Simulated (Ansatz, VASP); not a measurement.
**Cd: VASP beside Ansatz**

```
CELL_PARAMETERS angstrom
1.70500 -5.85145 0.00000
1.70500 5.85145 0.00000
0.00000 0.00000 4.69277
ATOMIC_POSITIONS crystal
Cd 0.13071 0.86929 0.00010
Cd 0.63071 0.36929 0.49990
Cd 0.86929 0.13071 0.99990
Cd 0.36929 0.63071 0.50010
```

Alike in both runs: functional r2SCAN; k mesh 6 × 6 × 4; occupations gaussian, width 0.1 eV; no spin polarisation.

Ansatz relaxed the structure, and its values are those at the end. VASP's run is a single point on that final structure, the one shown.

|  | VASP | Ansatz |
| --- | --- | --- |
| version | VASP 6.6.1 | Ansatz 0.2.0 |
| potentials or method | VASP PAW PBE potentials, release 64 (Cd), cutoff 520 eV | scalar-relativistic, plane waves, PAW |
| valence electrons in the cell | 48 | 80 |

VASP gave:

* gap on the k mesh at the Fermi level (eV): none
* pressure (GPa): 0.3
* rms of the force components (eV/Å): 0.005

Problem. Estimate Ansatz's values.

Solution. gap on the k mesh at the Fermi level (eV): none; pressure (GPa): 0.0; rms of the force components (eV/Å): 0.005.

VASP's potentials were made for PBE, not for r2SCAN. A gap of «none» marks a metal or a gap that the smearing closes. VASP's potentials hold 48 valence electrons a cell and Ansatz's 80, so a difference there can come from the potentials and not from the codes.
